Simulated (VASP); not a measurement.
Set up this calculation in VASP 6.6.1, as the native input.

* Task: single point
* Functional: PBE
* Potentials or basis: VASP PAW PBE potentials, release 64 (Cs_sv, Pb_d, Br)
* Cutoff: 520 eV
* k mesh: 4 × 4 × 4
* Occupations: fermi-dirac, width 0.02 eV
* Spin: no spin polarisation
* Dipole correction: no
* Further INCAR settings: ALGO = Normal; EDIFF = 1e-06; NBANDS = 30

The structure of CsPbBr3 lies in POSCAR:

```
CsPbBr3
1.0
    5.9429614561      0.0000000000      0.0000000000
    0.0000000000      5.9429614561      0.0000000000
    0.0000000000      0.0000000000      5.9429614561
Cs Pb Br
1 1 3
Direct
    0.0000000000      0.0000000000      0.0000000000
    0.5000000000      0.5000000000      0.5000000000
    0.5000000000      0.5000000000      0.0000000000
    0.5000000000      0.0000000000      0.5000000000
    0.0000000000      0.5000000000      0.5000000000
```

These files were run (other wordings do the same):

INCAR

```
PREC = Accurate
ENCUT = 520
EDIFF = 1E-6
ISMEAR = -1
SIGMA = 0.02
LREAL = False
LASPH = True
NELM = 100
ALGO = Normal
ISIF = 2
LWAVE = False
LCHARG = False
GGA = PE
NBANDS = 30
```

KPOINTS

```
Automatic mesh
0
Gamma
  4 4 4
```

Potentials or basis: VASP PAW PBE potentials, release 64 (Cs_sv, Pb_d, Br).

Run with:

```bash
$ cat potpaw_PBE.64/Cs_sv/POTCAR potpaw_PBE.64/Pb_d/POTCAR potpaw_PBE.64/Br/POTCAR > POTCAR
$ mpirun -np 1 vasp_std > vasp.out
```

Results of the run:

```json
{
 "Pressure": "0.7 GPa",
 "Band gap on the k mesh": "1.67 eV"
}
```

Caveat: spin-orbit coupling is left out, which moves the levels of the heavy elements.

Run time: 53 s on 1 thread of AMD EPYC 9R45 96-Core Processor (Zen 5), on a shared host, peak memory 0.31 GiB.
